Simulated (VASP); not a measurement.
# RbBr (Pm-3m) in VASP: settings compared, part 2 of 3

VASP 6.6.1. The steps go on from the part before.

## Step 3: Single point, PBE

Input file INCAR:

```
PREC = Accurate ; ENCUT = 520
EDIFF = 1E-6 ; ISMEAR = 1
SIGMA = 0.5 ; LREAL = F
LASPH = T ; NELM = 80
ALGO = Normal ; ISIF = 2
LWAVE = F ; LCHARG = F
GGA = PE ; NBANDS = 15
```

Input file KPOINTS:

```
Automatic mesh
0
Gamma
  4 4 4
```

Input file POSCAR:

```
RbBr
1.0
    4.1242532581      0.0000000000      0.0000000000
    0.0000000000      4.1242532581      0.0000000000
    0.0000000000      0.0000000000      4.1242532581
Rb Br
1 1
Direct
    0.0000000000      0.0000000000      0.0000000000
    0.5000000000      0.5000000000      0.5000000000
```

Potentials or basis: VASP PAW PBE potentials, release 64 (Rb_sv, Br).

On the command line:

```console
$ cat potpaw_PBE.64/Rb_sv/POTCAR potpaw_PBE.64/Br/POTCAR > POTCAR
$ mpirun -np 1 vasp_std > vasp.out
```

OUTCAR:

```text
PREC = Accurate
   ENCUT = 520
   EDIFF = 1E-6
   ISMEAR = 1
   LREAL = F
   LASPH = T
   NELM = 80
   ISIF = 2
   GGA = PE

 ion  position               nearest neighbor table
   1  0.000  0.000  0.000-   2 3.57   2 3.57   2 3.57   2 3.57   2 3.57   2 3.57   2 3.57   2 3.57

   2  0.500  0.500  0.500-   1 3.57   1 3.57   1 3.57   1 3.57   1 3.57   1 3.57   1 3.57   1 3.57

  LATTYP: Found a simple cubic cell.
 ALAT       =     4.1242532581

  Lattice vectors:

 A1 = (   4.1242532581,   0.0000000000,   0.0000000000)
 A2 = (   0.0000000000,   4.1242532581,   0.0000000000)
 A3 = (   0.0000000000,   0.0000000000,   4.1242532581)

Analysis of symmetry for initial positions (statically):
=====================================================================
 Subroutine PRICEL returns:
 Original cell was already a primitive cell.

 Routine SETGRP: Setting up the symmetry group for a
 simple cubic supercell.

 Subroutine GETGRP returns: Found 48 space group operations
 (whereof 48 operations were pure point group operations)
 out of a pool of 48 trial point group operations.

The static configuration has the point symmetry O_h .

Analysis of symmetry for dynamics (positions and initial velocities):
=====================================================================
 Subroutine PRICEL returns:
 Original cell was already a primitive cell.

 Routine SETGRP: Setting up the symmetry group for a
 simple cubic supercell.

 Subroutine GETGRP returns: Found 48 space group operations
 (whereof 48 operations were pure point group operations)
 out of a pool of 48 trial point group operations.

The dynamic configuration has the point symmetry O_h .

 Subroutine INISYM returns: Found 48 space group operations
 (whereof 48 operations are pure point group operations),
 and found     1 'primitive' translations

----------------------------------------------------------------------------------------

                                     Primitive cell

  volume of cell :      70.1513

  direct lattice vectors                    reciprocal lattice vectors
     4.124253258  0.000000000  0.000000000     0.242468136  0.000000000  0.000000000
     0.000000000  4.124253258  0.000000000     0.000000000  0.242468136  0.000000000
     0.000000000  0.000000000  4.124253258     0.000000000  0.000000000  0.242468136

  length of vectors
     4.124253258  4.124253258  4.124253258     0.242468136  0.242468136  0.242468136

  position of ions in fractional coordinates (direct lattice)
     0.000000000  0.000000000  0.000000000
     0.500000000  0.500000000  0.500000000

  ion indices of the primitive-cell ions
   primitive index   ion index
                 1           1
                 2           2

----------------------------------------------------------------------------------------

 KPOINTS: Automatic mesh

Automatic generation of k-mesh.
 Grid dimensions read from file:
 generate k-points for:    4    4    4

 Generating k-lattice:

[... 25 lines left out ...]
  0.500000  0.250000  0.250000     12.000000
  0.500000  0.500000  0.250000      6.000000
  0.500000  0.500000  0.500000      1.000000
   k-points           NKPTS =     10   k-points in BZ     NKDIM =     10   number of bands    NBANDS=     15
   number of dos      NEDOS =    301   number of ions     NIONS =      2
   total plane-waves  NPLWV =  32768
   dimension x,y,z NGX =    32 NGY =   32 NGZ =   32
   dimension x,y,z NGXF=    64 NGYF=   64 NGZF=   64
   ions per type =               1   1
   NGX,Y,Z   is equivalent  to a cutoff of  12.90, 12.90, 12.90 a.u.
   NGXF,Y,Z  is equivalent  to a cutoff of  25.80, 25.80, 25.80 a.u.
 SYSTEM =  unknown system
   PREC   = accura    normal or accurate (medium, high low for compatibility)
   ISTART =      0    job   : 0-new  1-cont  2-samecut
   ICHARG =      2    charge: 1-file 2-atom 10-const
   ISPIN  =      1    spin polarized calculation?
   LNONCOLLINEAR =      F non collinear calculations
   LSORBIT =      F    spin-orbit coupling
   LASPH  =      T    aspherical Exc in radial PAW
   ENCUT  =  520.0 eV  38.22 Ry    6.18 a.u.   7.67  7.67  7.67*2*pi/ulx,y,z
   NELM   =     80;   NELMIN=  2; NELMDL= -5     # of ELM steps
   EDIFF  = 0.1E-05   stopping-criterion for ELM
   LREAL  =      F    real-space projection
   EDIFFG = 0.1E-04   stopping-criterion for IOM
   NSW    =      0    number of steps for IOM
   IBRION =     -1    ionic relax: 0-MD 1-quasi-New 2-CG
   NFREE  =      0    steps in history (QN), initial steepest desc. (CG)
   ISIF   =      2    stress and relaxation
   ISYM   =      2    0-nonsym 1-usesym 2-fastsym
   POTIM  = 0.5000    time-step for ionic-motion
   TEBEG  =    0.0;   TEEND  =   0.0 temperature during run
   PSTRESS=    0.0 pullay stress
   NELECT =      16.0000    total number of electrons
   NUPDOWN=      -1.0000    fix difference up-down
   EMIN   =  10.00;   EMAX   =-10.00  energy-range for DOS
   EFERMI =   0.00;   METHOD = LEGACY
   ISMEAR =     1;   SIGMA  =   0.50  broadening in eV -4-tet -1-fermi 0-gaus
   EFERMI_NEDOS =   21; number of points for ismear=-14 and -15
   IALGO  =     38    algorithm
   IMIX   =      4    mixing-type and parameters
     AMIX     =   0.40;   BMIX     =  1.00
     AMIX_MAG =   1.60;   BMIX_MAG =  1.00
  volume/ion in A,a.u.               =      35.08       236.70
  Fermi-wavevector in a.u.,A,eV,Ry     =   1.000237  1.890173 13.612271  1.000474
  Thomas-Fermi vector in A             =   2.132580
   LORBIT       =      0    0 simple, 1 ext, 2 COOP (PROOUT), +10 PAW based schemes
   GGA     = PE    functional components
   LHFCALC =     F    Hartree Fock is set to
   AEXX    =    0.0000 exact exchange contribution
   IVDW    =     0    specifies the selected vdW correction
   LEPSILON=     F    determine dielectric tensor
   LRPA    =     F    only Hartree local field effects (RPA)
 non-spin polarized calculation
 Methfessel and Paxton  Order N= 1 SIGMA  =   0.50
  energy-cutoff  :      520.00
  volume of cell :       70.15
 maximum number of plane-waves:      1924
 NGX is ok and might be reduce to    32
   NGX = 15   NGY = 15   NGZ = 15

 number of electron      16.0000002 magnetization

 Free energy of the ion-electron system (eV)
  ---------------------------------------------------
  ext. energy  EPLUGINS =         0.00000000
  ---------------------------------------------------
  free energy    TOTEN  =        -5.96867995 eV

  energy without entropy =       -6.00971728  energy(sigma->0) =       -5.98235906

 E-fermi :  -0.4192     XC(G=0):  -7.9350

 val. band max:       -0.6609794274   @ k =   0.5000   0.5000   0.0000
 cond. band min:       3.4263570806   @ k =   0.0000   0.0000   0.0000
 fundamental gap:      4.0873365080
 Fermi energy:        -0.4192297088

 k-point     1 :       0.0000    0.0000    0.0000
  band No.  band energies     occupation
      1     -25.7578      2.00000
      2     -13.2817      2.00000
      3      -9.7412      2.00000
      4      -9.7412      2.00000
      5      -9.7412      2.00000
      6      -0.8145      1.97521
      7      -0.8145      1.97521
      8      -0.8145      1.97521
      9       3.4264     -0.00000
     10       4.9197     -0.00000
     11       4.9197     -0.00000
     12       9.2753     -0.00000
     13       9.2753     -0.00000
     14       9.2753     -0.00000
[... 149 lines left out ...]
      2     -12.9849      2.00000
      3      -9.9663      2.00000
      4      -9.9663      2.00000
      5      -9.9663      2.00000
      6      -1.9996      2.00007
      7      -1.9996      2.00007
      8      -1.9996      2.00007
      9       7.5783     -0.00000
     10       7.5783     -0.00000
     11       7.5783     -0.00000
     12       8.7074     -0.00000
     13       8.7074     -0.00000
     14       8.7074     -0.00000
     15      11.4830      0.00000

------------------------ aborting loop because EDIFF is reached ----------------------------------------

  FORCE on cell =-STRESS in cart. coord.  units (eV):
  Direction    XX          YY          ZZ          XY          YZ          ZX
  --------------------------------------------------------------------------------------
  -------------------------------------------------------------------------------------
  Total        0.3620077      0.3620077      0.3620077      0.0000000      0.0000000     -0.0000000
  in kB        8.2678467      8.2678467      8.2678467      0.0000000      0.0000000     -0.0000000
  external PRESSURE =       8.2678467 kB  Pullay stress =       0.0000000 kB

 VOLUME and BASIS-vectors are now :
 -----------------------------------------------------------------------------
  energy-cutoff  :      520.00
  volume of cell :       70.15
      direct lattice vectors                 reciprocal lattice vectors
     4.124253258  0.000000000  0.000000000     0.242468136  0.000000000  0.000000000
     0.000000000  4.124253258  0.000000000     0.000000000  0.242468136  0.000000000
     0.000000000  0.000000000  4.124253258     0.000000000  0.000000000  0.242468136

 POSITION                                       TOTAL-FORCE (eV/Angst)
 -----------------------------------------------------------------------------------
      0.00000      0.00000      0.00000         0.000000      0.000000      0.000000
      2.06213      2.06213      2.06213         0.000000      0.000000      0.000000
 -----------------------------------------------------------------------------------
    total drift:                                0.000000      0.000000     -0.000000

  FREE ENERGIE OF THE ION-ELECTRON SYSTEM (eV)
  ---------------------------------------------------
  free  energy   TOTEN  =        -5.9686799504 eV

  energy  without entropy=       -6.0097172788  energy(sigma->0) =       -5.98235906
```

stdout:

```text
POSCAR found type information on POSCAR RbBr
 POSCAR found :  2 types and       2 ions
 scaLAPACK will be used
 LDA part: xc-table for (Slater+PW92), standard interpolation
 POSCAR, INCAR and KPOINTS ok, starting setup
 FFT: planning ... GRIDC
 FFT: planning ... GRID_SOFT
 FFT: planning ... GRID
 WAVECAR not read
 entering main loop
```

Run time: 7.3 s. Hardware: 1 thread of Intel Xeon 6975P-C (Granite Rapids), shared host; peak memory 0.17 GiB.

Results:

* Free energy: -5.9687 eV
* Pressure: 0.8 GPa
* Band gap on the k mesh: 4.09 eV (least direct gap 4.24 eV)

A k mesh can miss the band edges.

(Continued in part 3 of 3.)
